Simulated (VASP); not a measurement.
# MgI2 (P-3m1) in VASP: a series of runs, part 2 of 2

VASP 6.6.1. The steps go on from the part before.

## 4. Single point, PBE

This run uses another cell than the first one, of the same volume but with other edges.

Contents of INCAR:

```
ALGO     = Normal         # electronic algorithm
EDIFF    = 1E-6           # SCF threshold, eV
ENCUT    = 520            # plane-wave cutoff, eV
GGA      = PE             # functional
ISIF     = 2              # what is computed and relaxed
ISMEAR   = 0              # smearing method
LASPH    = True           # aspherical terms in the spheres
LCHARG   = False          # write CHGCAR
LREAL    = False          # projectors in reciprocal space
LWAVE    = False          # write WAVECAR
NBANDS   = 15             # bands
NELM     = 80             # most SCF steps
PREC     = Accurate       # precision mode
SIGMA    = 0.05           # smearing width, eV
```

Contents of KPOINTS:

```
k-points
0
Gamma
  6 6 4
```

Contents of POSCAR:

```
MgI2
1.0
    3.8058706318      0.0000000000      0.0000000000
   -1.9029353159      3.2959806506      0.0000000000
    0.0000000000      0.0000000000      8.1735918737
Mg I
1 2
Direct
    0.0000000000      0.0000000000      0.0000000000
    0.3333333333      0.6666666667      0.7576300000
    0.6666666667      0.3333333333      0.2423700000
```

Potentials or basis: VASP PAW PBE potentials, release 64 (Mg, I).

Started as:

```console
$ cat potpaw_PBE.64/Mg/POTCAR potpaw_PBE.64/I/POTCAR > POTCAR
$ mpirun -np 1 vasp_std > vasp.out
```

OUTCAR:

```text
EDIFF = 1E-6
   ENCUT = 520
   GGA = PE
   ISIF = 2
   ISMEAR = 0
   LASPH = True
   LREAL = False
   NELM = 80
   PREC = Accurate

 ion  position               nearest neighbor table
   1  0.000  0.000  0.000-   2 2.96   3 2.96   2 2.96   3 2.96   3 2.96   2 2.96
   2  0.333  0.667  0.758-   1 2.96   1 2.96   1 2.96
   3  0.667  0.333  0.242-   1 2.96   1 2.96   1 2.96

  LATTYP: Found a hexagonal cell.
 ALAT       =     3.8058706318
 C/A-ratio  =     2.1476273538

  Lattice vectors:

 A1 = (   3.8058706318,   0.0000000000,   0.0000000000)
 A2 = (  -1.9029353159,   3.2959806506,   0.0000000000)
 A3 = (   0.0000000000,   0.0000000000,   8.1735918737)

Analysis of symmetry for initial positions (statically):
=====================================================================
 Subroutine PRICEL returns:
 Original cell was already a primitive cell.

 Routine SETGRP: Setting up the symmetry group for a
[... 178 lines left out ...]
      1      -9.8067      2.00000
      2      -9.4619      2.00000
      3      -1.6032      2.00000
      4       1.0356      2.00000
      5       2.9967      2.00000
      6       2.9967      2.00000
      7       3.1586      2.00000
      8       3.1586      2.00000
      9       5.5624      0.00000
     10       8.4024      0.00000
     11       9.2483      0.00000
     12      10.3085      0.00000
     13      10.3085      0.00000
     14      11.3242      0.00000
[... 401 lines left out ...]
      2      -8.6259      2.00000
      3      -0.6733      2.00000
      4      -0.2370      2.00000
      5      -0.2370      2.00000
      6      -0.0802      2.00000
      7       1.2398      2.00000
      8       1.2398      2.00000
      9       6.3020      0.00000
     10       7.1482      0.00000
     11       7.1482      0.00000
     12       8.9227      0.00000
     13      12.1265      0.00000
     14      12.3110      0.00000
     15      12.3129      0.00000

------------------------ aborting loop because EDIFF is reached ----------------------------------------

  FORCE on cell =-STRESS in cart. coord.  units (eV):
  Direction    XX          YY          ZZ          XY          YZ          ZX
  --------------------------------------------------------------------------------------
  -------------------------------------------------------------------------------------
  Total        3.6520085      3.6520085     -3.3512683      0.0000000      0.0000000      0.0000000
  in kB       57.0677481     57.0677481    -52.3682610      0.0000000      0.0000000      0.0000000
  external PRESSURE =      20.5890784 kB  Pullay stress =       0.0000000 kB

 VOLUME and BASIS-vectors are now :
 -----------------------------------------------------------------------------
  energy-cutoff  :      520.00
  volume of cell :      102.53
      direct lattice vectors                 reciprocal lattice vectors
     3.805870632  0.000000000  0.000000000     0.262751968  0.151699920  0.000000000
    -1.902935316  3.295980651  0.000000000     0.000000000  0.303399839  0.000000000
     0.000000000  0.000000000  8.173591874     0.000000000  0.000000000  0.122345233

 POSITION                                       TOTAL-FORCE (eV/Angst)
 -----------------------------------------------------------------------------------
      0.00000      0.00000      0.00000         0.000000      0.000000      0.000000
     -0.00000      2.19732      6.19256         0.000000      0.000000      0.866065
      1.90294      1.09866      1.98103        -0.000000     -0.000000     -0.866065
 -----------------------------------------------------------------------------------
    total drift:                                0.000000     -0.000000      0.000000

  FREE ENERGIE OF THE ION-ELECTRON SYSTEM (eV)
  ---------------------------------------------------
  free  energy   TOTEN  =        -7.1609696015 eV

  energy  without entropy=       -7.1609696015  energy(sigma->0) =       -7.16096960
```

Wall time 46 s (1 thread of AMD EPYC 7R43 (Zen 3), shared host); peak memory 0.17 GiB.

What came out:

- Free energy: -7.1610 eV
- Pressure: 2.1 GPa
- Largest force: 0.866 eV/Å
- Band gap on the k mesh: 2.36 eV, indirect (least direct gap 2.40 eV)

Forces on the atoms (eV/Å):
```
Mg   0.000  0.000  0.000
I    0.000  0.000  0.866
I    0.000  0.000 -0.866
```

Caveat: spin-orbit coupling is left out, which moves the levels of the heavy elements; this functional lacks dispersion, which binds the layers, so the pressure and a relaxed spacing across them are unreliable. A k mesh can miss the band edges.

## 5. The runs side by side

```tsv
cell	gap on the mesh (eV)	pressure (GPa)	largest force (eV/Å)
a = 4.087, b = 4.087, c = 7.089 Å, angles 90.0, 90.0, 120.0°, 3 atoms	3.47	1.3	0.10
a = 4.474, b = 4.474, c = 5.913 Å, angles 90.0, 90.0, 120.0°, 3 atoms	2.26	1.1	0.35
a = 3.806, b = 3.806, c = 8.174 Å, angles 90.0, 90.0, 120.0°, 3 atoms	2.36	2.1	0.87
```

Alike in all rows: task single point; level PBE; potentials or basis VASP PAW PBE potentials, release 64 (Mg, I); no spin polarisation; k mesh 6 × 6 × 4; cutoff (eV) 520; smearing gaussian 0.05 eV.

Caveats: spin-orbit coupling is left out, which moves the levels of the heavy elements; this functional lacks dispersion, which binds the layers, so the pressure and a relaxed spacing across them are unreliable.

Total energies depend on the potentials used, so only differences within one code and one set of settings carry meaning.
